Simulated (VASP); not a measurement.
# Si (R-3) in VASP: further runs

The runs below take Si through single point, relaxation of cell and atoms, with PBE.

Everything below comes from runs of VASP 6.6.1. Logs are shortened: lines on timing, memory, paths and dates and some standing lists are left out, and cuts for length are marked.

## (1) The cell of the first run

It takes space group R-3 (No. 148, trigonal). The conventional cell has a = 6.518 Å, b = 6.518 Å, c = 12.164 Å, α = 90.00°, β = 90.00°, γ = 120.00°. Within 3.1 Å of Si (site symmetry 1) lie 4 Si at 2.33 to 2.60 Å. Within 3.4 Å of Si (site symmetry -3) lie 12 Si at 2.60 to 3.35 Å.

The cell was built from a structure type or drawn by symmetry, and may not be a known phase.

## (2) Single point, PBE

INCAR

```
SYSTEM = Si
PREC     = Accurate       ! precision mode
ENCUT    = 520            ! plane-wave cutoff, eV
EDIFF    = 1E-6           ! SCF threshold, eV
ISMEAR   = 0              ! smearing method
SIGMA    = 0.1            ! smearing width, eV
LREAL    = .False.        ! projectors in reciprocal space
LASPH    = .True.         ! aspherical terms in the spheres
NELM     = 80             ! most SCF steps
ALGO     = Normal         ! electronic algorithm
ISIF     = 2              ! what is computed and relaxed
LWAVE    = .False.        ! write WAVECAR
LCHARG   = .False.        ! write CHGCAR
GGA      = PE             ! functional
NBANDS   = 23             ! bands
```

KPOINTS

```
regular mesh
0
Gamma
  6 6 6
  0 0 0
```

POSCAR

```
Si
1.0
    3.2588469366      1.8814961561      4.0546985438
   -3.2588469366      1.8814961561      4.0546985438
    0.0000000000     -3.7629923122      4.0546985438
Si
7
Direct
    0.4401147093      0.1421167919      0.8129197551
    0.8129197551      0.4401147093      0.1421167919
    0.1421167919      0.8129197551      0.4401147093
    0.5598852907      0.8578832081      0.1870802449
    0.1870802449      0.5598852907      0.8578832081
    0.8578832081      0.1870802449      0.5598852907
    0.0000000000      0.0000000000      0.0000000000
```

Potentials or basis: VASP PAW PBE potentials, release 64 (Si).

On the command line:

```sh
> cat potpaw_PBE.64/Si/POTCAR > POTCAR
> mpirun -np 1 vasp_std > vasp.out
```

OUTCAR:

```text
SYSTEM = Si
   PREC = Accurate
   ENCUT = 520
   EDIFF = 1E-6
   ISMEAR = 0
   LREAL = .False.
   LASPH = .True.
   NELM = 80
   ISIF = 2
   GGA = PE

 ion  position               nearest neighbor table
   1  0.440  0.142  0.813-   4 2.33   5 2.35   6 2.35   7 2.60
   2  0.813  0.440  0.142-   5 2.33   4 2.35   6 2.35   7 2.60
   3  0.142  0.813  0.440-   6 2.33   4 2.35   5 2.35   7 2.60
   4  0.560  0.858  0.187-   1 2.33   2 2.35   3 2.35   7 2.60
   5  0.187  0.560  0.858-   2 2.33   1 2.35   3 2.35   7 2.60
   6  0.858  0.187  0.560-   3 2.33   1 2.35   2 2.35   7 2.60
   7  0.000  0.000  0.000-   2 2.60   5 2.60   3 2.60   6 2.60   1 2.60   4 2.60

  LATTYP: Found a trigonal (rhomboedric) cell.
 ALAT       =     5.5317891701
 COS(alpha) =     0.3058925885

  Lattice vectors:

 A1 = (   3.2588469366,   1.8814961561,   4.0546985438)
 A2 = (  -3.2588469366,   1.8814961561,   4.0546985438)
 A3 = (   0.0000000000,  -3.7629923122,   4.0546985438)

Analysis of symmetry for initial positions (statically):
=====================================================================
 Subroutine PRICEL returns:
 Original cell was already a primitive cell.

 Routine SETGRP: Setting up the symmetry group for a
 trigonal (rhombohedral) supercell.

 Subroutine GETGRP returns: Found  6 space group operations
 (whereof  6 operations were pure point group operations)
 out of a pool of 12 trial point group operations.

The static configuration has the point symmetry S_6 .

Analysis of symmetry for dynamics (positions and initial velocities):
=====================================================================
 Subroutine PRICEL returns:
 Original cell was already a primitive cell.

 Routine SETGRP: Setting up the symmetry group for a
 trigonal (rhombohedral) supercell.

 Subroutine GETGRP returns: Found  6 space group operations
 (whereof  6 operations were pure point group operations)
 out of a pool of 12 trial point group operations.

The dynamic configuration has the point symmetry S_6 .

 Subroutine INISYM returns: Found  6 space group operations
 (whereof  6 operations are pure point group operations),
 and found     1 'primitive' translations

----------------------------------------------------------------------------------------

                                     Primitive cell

  volume of cell :     149.1685

  direct lattice vectors                    reciprocal lattice vectors
     3.258846937  1.881496156  4.054698544     0.153428501  0.088581986  0.082209153
    -3.258846937  1.881496156  4.054698544    -0.153428501  0.088581986  0.082209153
     0.000000000 -3.762992312  4.054698544     0.000000000 -0.177163973  0.082209153

  length of vectors
     5.531789170  5.531789170  5.531789170     0.195308520  0.195308520  0.195308520

  position of ions in fractional coordinates (direct lattice)
     0.440114709  0.142116792  0.812919755
     0.812919755  0.440114709  0.142116792
     0.142116792  0.812919755  0.440114709
     0.559885291  0.857883208  0.187080245
     0.187080245  0.559885291  0.857883208
     0.857883208  0.187080245  0.559885291
     0.000000000  0.000000000  0.000000000

  ion indices of the primitive-cell ions
   primitive index   ion index
                 1           1
                 2           2
                 3           3
                 4           4
                 5           5
                 6           6
                 7           7

----------------------------------------------------------------------------------------

 KPOINTS: regular mesh

Automatic generation of k-mesh.
 Grid dimensions read from file:
 generate k-points for:    6    6    6

 Generating k-lattice:

  Cartesian coordinates                     Fractional coordinates (reciprocal lattice)
     0.025571417  0.014763664  0.013701526     0.166666667  0.000000000  0.000000000
    -0.025571417  0.014763664  0.013701526     0.000000000  0.166666667  0.000000000
     0.000000000 -0.029527329  0.013701526     0.000000000  0.000000000  0.166666667

  Length of vectors
     0.032551420  0.032551420  0.032551420

  Shift w.r.t. Gamma in fractional coordinates (k-lattice)
     0.000000000  0.000000000  0.000000000

 Subroutine IBZKPT returns following result:
 ===========================================

 Found     40 irreducible k-points:

 Following reciprocal coordinates:
            Coordinates               Weight
  0.000000  0.000000  0.000000      1.000000
  0.166667  0.000000  0.000000      6.000000
  0.333333  0.000000  0.000000      6.000000
  0.500000  0.000000 -0.000000      3.000000
  0.166667  0.166667  0.000000      6.000000
  0.333333  0.166667  0.000000      6.000000
[... 16 lines left out ...]
  0.333333  0.333333  0.166667      6.000000
  0.500000  0.333333  0.166667      6.000000
 [... further k-points ...]
   k-points           NKPTS =     40   k-points in BZ     NKDIM =     40   number of bands    NBANDS=     23
   number of dos      NEDOS =    301   number of ions     NIONS =      7
   total plane-waves  NPLWV =  74088
   dimension x,y,z NGX =    42 NGY =   42 NGZ =   42
   dimension x,y,z NGXF=    84 NGYF=   84 NGZF=   84
   ions per type =               7
   NGX,Y,Z   is equivalent  to a cutoff of  12.62, 12.62, 12.62 a.u.
   NGXF,Y,Z  is equivalent  to a cutoff of  25.24, 25.24, 25.24 a.u.
 SYSTEM =  Si
   PREC   = accura    normal or accurate (medium, high low for compatibility)
   ISTART =      0    job   : 0-new  1-cont  2-samecut
   ICHARG =      2    charge: 1-file 2-atom 10-const
   ISPIN  =      1    spin polarized calculation?
   LNONCOLLINEAR =      F non collinear calculations
   LSORBIT =      F    spin-orbit coupling
   LASPH  =      T    aspherical Exc in radial PAW
   ENCUT  =  520.0 eV  38.22 Ry    6.18 a.u.  10.29 10.29 10.29*2*pi/ulx,y,z
   NELM   =     80;   NELMIN=  2; NELMDL= -5     # of ELM steps
   EDIFF  = 0.1E-05   stopping-criterion for ELM
   LREAL  =      F    real-space projection
   EDIFFG = 0.1E-04   stopping-criterion for IOM
   NSW    =      0    number of steps for IOM
   IBRION =     -1    ionic relax: 0-MD 1-quasi-New 2-CG
   NFREE  =      0    steps in history (QN), initial steepest desc. (CG)
   ISIF   =      2    stress and relaxation
   ISYM   =      2    0-nonsym 1-usesym 2-fastsym
   POTIM  = 0.5000    time-step for ionic-motion
   TEBEG  =    0.0;   TEEND  =   0.0 temperature during run
   PSTRESS=    0.0 pullay stress
   NELECT =      28.0000    total number of electrons
   NUPDOWN=      -1.0000    fix difference up-down
   EMIN   =  10.00;   EMAX   =-10.00  energy-range for DOS
   EFERMI =   0.00;   METHOD = LEGACY
   ISMEAR =     0;   SIGMA  =   0.10  broadening in eV -4-tet -1-fermi 0-gaus
   EFERMI_NEDOS =   21; number of points for ismear=-14 and -15
   IALGO  =     38    algorithm
   IMIX   =      4    mixing-type and parameters
     AMIX     =   0.40;   BMIX     =  1.00
     AMIX_MAG =   1.60;   BMIX_MAG =  1.00
  volume/ion in A,a.u.               =      21.31       143.81
  Fermi-wavevector in a.u.,A,eV,Ry     =   0.937350  1.771335 11.954420  0.878625
  Thomas-Fermi vector in A             =   2.064452
   LORBIT       =      0    0 simple, 1 ext, 2 COOP (PROOUT), +10 PAW based schemes
   GGA     = PE    functional components
   LHFCALC =     F    Hartree Fock is set to
   AEXX    =    0.0000 exact exchange contribution
   IVDW    =     0    specifies the selected vdW correction
   LEPSILON=     F    determine dielectric tensor
   LRPA    =     F    only Hartree local field effects (RPA)
 non-spin polarized calculation
 Gauss-broadening in eV      SIGMA  =   0.10
  energy-cutoff  :      520.00
  volume of cell :      149.17
 maximum number of plane-waves:      4038
 NGX is ok and might be reduce to    42
   NGX = 21   NGY = 21   NGZ = 21

 number of electron      27.9999997 magnetization

 Free energy of the ion-electron system (eV)
  ---------------------------------------------------
  ext. energy  EPLUGINS =         0.00000000
  ---------------------------------------------------
  free energy    TOTEN  =       -34.14843981 eV

  energy without entropy =      -34.13421463  energy(sigma->0) =      -34.14132722

 E-fermi :   5.1277     XC(G=0):  -9.1945

 val. band max:        5.1167946639   @ k =   0.5000   0.5000   0.3333
 cond. band min:       5.1685177519   @ k =   0.5000  -0.1667  -0.3333
 fundamental gap:      0.0517230880
 Fermi energy:         5.1276603822

 k-point     1 :       0.0000    0.0000    0.0000
  band No.  band energies     occupation
      1      -6.8273      2.00000
      2      -2.3826      2.00000
      3      -2.3826      2.00000
      4      -2.3572      2.00000
      5      -2.3572      2.00000
      6      -1.3072      2.00000
[... 15 lines left out ...]
     22      11.4484      0.00000
     23      11.6670      0.00000

 k-point     2 :       0.1667    0.0000    0.0000
  band No.  band energies     occupation
      1      -6.6984      2.00000
      2      -3.4288      2.00000
      3      -2.8443      2.00000
      4      -1.9734      2.00000
      5      -1.7017      2.00000
      6      -1.1778      2.00000
[... 15 lines left out ...]
     22      10.3010      0.00000
     23      10.6545      0.00000

 k-point     3 :       0.3333    0.0000    0.0000
  band No.  band energies     occupation
      1      -6.3341      2.00000
      2      -4.4921      2.00000
      3      -3.1223      2.00000
      4      -1.9253      2.00000
      5      -1.2119      2.00000
      6      -0.8186      2.00000
[... 15 lines left out ...]
     22       9.6444      0.00000
     23       9.9086      0.00000
[... 495 lines left out ...]
 k-point    23 :       0.3333    0.3333    0.1667
  band No.  band energies     occupation
      1      -6.2453      2.00000
      2      -3.5353      2.00000
      3      -3.4340      2.00000
      4      -2.8108      2.00000
      5      -1.8838      2.00000
      6      -1.4097      2.00000
[... 15 lines left out ...]
     22       9.5756      0.00000
     23       9.6606      0.00000

 k-point    24 :       0.5000    0.3333    0.1667
  band No.  band energies     occupation
      1      -5.8657      2.00000
      2      -4.4621      2.00000
      3      -3.7123      2.00000
      4      -2.7102      2.00000
      5      -1.5378      2.00000
      6      -1.0187      2.00000
[... 15 lines left out ...]
     22       9.5754      0.00000
     23       9.9335      0.00000

 [... further k-points ...]

------------------------ aborting loop because EDIFF is reached ----------------------------------------

  FORCE on cell =-STRESS in cart. coord.  units (eV):
  Direction    XX          YY          ZZ          XY          YZ          ZX
  --------------------------------------------------------------------------------------
  -------------------------------------------------------------------------------------
  Total       -0.0547928     -0.0547928     -0.0355346     -0.0000000     -0.0000000     -0.0000000
  in kB       -0.5885144     -0.5885144     -0.3816674     -0.0000001     -0.0000000     -0.0000000
  external PRESSURE =      -0.5195654 kB  Pullay stress =       0.0000000 kB

 VOLUME and BASIS-vectors are now :
 -----------------------------------------------------------------------------
  energy-cutoff  :      520.00
  volume of cell :      149.17
      direct lattice vectors                 reciprocal lattice vectors
     3.258846937  1.881496156  4.054698544     0.153428501  0.088581986  0.082209153
    -3.258846937  1.881496156  4.054698544    -0.153428501  0.088581986  0.082209153
     0.000000000 -3.762992312  4.054698544     0.000000000 -0.177163973  0.082209153

 POSITION                                       TOTAL-FORCE (eV/Angst)
 -----------------------------------------------------------------------------------
      0.97113     -1.96354      5.65692         0.001211      0.001460      0.010591
      1.21491      1.82280      5.65692        -0.001870      0.000319      0.010591
     -2.18604      0.14075      5.65692         0.000658     -0.001779      0.010591
     -0.97113      1.96354      6.50718        -0.001211     -0.001460     -0.010591
     -1.21491     -1.82280      6.50718         0.001870     -0.000319     -0.010591
      2.18604     -0.14075      6.50718        -0.000658      0.001779     -0.010591
      0.00000      0.00000      0.00000         0.000000     -0.000000      0.000000
 -----------------------------------------------------------------------------------
    total drift:                               -0.000000      0.000000      0.000000

  FREE ENERGIE OF THE ION-ELECTRON SYSTEM (eV)
  ---------------------------------------------------
  free  energy   TOTEN  =       -34.1484398146 eV

  energy  without entropy=      -34.1342146285  energy(sigma->0) =      -34.14132722
```

Wall time 3.4 min (1 thread of Intel Xeon 8259CL, shared host); peak memory 0.29 GiB.

Results:

| Item | Value |
| --- | --- |
| Free energy | -34.1484 eV |
| Pressure | -0.1 GPa |
| Largest force | 0.011 eV/Å |
| Band gap on the k mesh | zero (bands 14 and 15 overlap by 1.17 eV) |

Forces on the atoms (eV/Å):
```
Si   0.001  0.001  0.011
Si  -0.002  0.000  0.011
Si   0.001 -0.002  0.011
Si  -0.001 -0.001 -0.011
Si   0.002  0.000 -0.011
Si  -0.001  0.002 -0.011
Si   0.000  0.000  0.000
```

Levels at points of the mesh, in eV from the Fermi level:
```csv
k point,band 12,band 13,band 14,band 15,band 16,band 17
"(0.00, 0.00, 0.00)",-1.42,-1.42,-0.31,-0.31,1.10,1.85
"(0.50, 0.00, 0.00)",-2.03,-1.48,-0.42,0.68,1.36,1.74
"(0.50, 0.50, 0.00)",-0.93,-0.91,-0.15,-0.02,0.88,2.27
"(0.50, 0.50, 0.50)",-0.43,-0.04,-0.04,-0.04,0.32,3.12
```

## (3) Relaxation of cell and atoms, PBE

This run uses another cell than the first one, of 21.18 Å³/atom.

INCAR

```
SYSTEM = Si
ALGO = Normal
EDIFF = 1E-6
EDIFFG = -0.01
ENCUT = 600
GGA = PE
IBRION = 2
ISIF = 3
ISMEAR = 0
LASPH = .True.
LCHARG = .False.
LREAL = .False.
LWAVE = .False.
NELM = 100
NSW = 100
PREC = Accurate
SIGMA = 0.1
```

KPOINTS

```
k-points
0
Gamma
  6 6 6
  0 0 0
```

POSCAR

```
Si
1.0
    3.2549721884      1.8792590692      4.0388360133
   -3.2549721884      1.8792590692      4.0388360133
    0.0000000000     -3.7585181383      4.0388360133
Si
7
Direct
    0.4402732262      0.1413906430      0.8120711729
    0.8120711729      0.4402732262      0.1413906430
    0.1413906430      0.8120711729      0.4402732262
    0.5597267738      0.8586093570      0.1879288271
    0.1879288271      0.5597267738      0.8586093570
    0.8586093570      0.1879288271      0.5597267738
    0.0000000000      0.0000000000      0.0000000000
```

Potentials or basis: VASP PAW PBE potentials, release 64 (Si).

On the command line:

```sh
> cat potpaw_PBE.64/Si/POTCAR > POTCAR
> mpirun -np 1 vasp_std > vasp.out
```

It took 10 min on 1 thread of Intel Xeon 8259CL, shared host; peak memory 0.37 GiB.

It converged, with:

```
Free energy                           : -34.1488 eV
Relaxed volume                        : 21.29 Å³/atom
Relaxed cell                          : a = 5.529 Å, b = 5.529 Å, c = 5.529 Å, α = 72.25°, β = 72.25°, γ = 72.25°
Space group after relaxing (to 0.1 Å) : R-3 (No. 148)
Energy gained by relaxing             : 0.1 meV/atom
Ionic steps                           : 6
Pressure after relaxing               : 0.0 GPa
Largest force after relaxing          : 0.007 eV/Å
Band gap on the k mesh                : zero (bands 14 and 15 overlap by 1.18 eV)
```

Forces in eV/Å, atoms in the order of the input:
```
Si  -0.007 -0.001  0.000
Si   0.004 -0.006  0.000
Si   0.003  0.007  0.000
Si   0.007  0.001  0.000
Si  -0.004  0.006  0.000
Si  -0.003 -0.007  0.000
Si   0.000  0.000  0.000
```

The path:
```tsv
step	energy change (eV)	largest force (eV/Å)	pressure (GPa)	volume (Å³)
1	0.0000	0.0237	0.12	148.23
2	-0.0003	0.0271	0.00	148.58
3	-0.0003	0.0301	-0.12	148.89
4	-0.0005	0.0234	-0.10	148.96
5	-0.0007	0.0103	-0.06	149.16
6	-0.0008	0.0073	-0.01	149.04
```

Final structure:
```xyz
7
Lattice="3.2594 1.8818 4.0500 -3.2594 1.8818 4.0500 0.0000 -3.7636 4.0500" Properties=species:S:1:pos:R:3 pbc="T T T"
Si    0.9741   -1.9621    5.6513
Si    1.2121    1.8246    5.6513
Si   -2.1863    0.1374    5.6513
Si   -0.9741    1.9621    6.4986
Si   -1.2121   -1.8246    6.4987
Si    2.1863   -0.1374    6.4986
Si    0.0000    0.0000    0.0000
```

Levels at points of the mesh, in eV from the Fermi level:
| k point | band 12 | band 13 | band 14 | band 15 | band 16 | band 17 |
| --- | --- | --- | --- | --- | --- | --- |
| (0.00, 0.00, 0.00) | -1.42 | -1.42 | -0.33 | -0.33 | 1.10 | 1.85 |
| (0.50, 0.00, 0.00) | -2.04 | -1.49 | -0.41 | 0.69 | 1.36 | 1.73 |
| (0.50, 0.50, 0.00) | -0.93 | -0.90 | -0.15 | -0.01 | 0.88 | 2.27 |
| (0.50, 0.50, 0.50) | -0.43 | -0.06 | -0.06 | -0.04 | 0.33 | 3.12 |
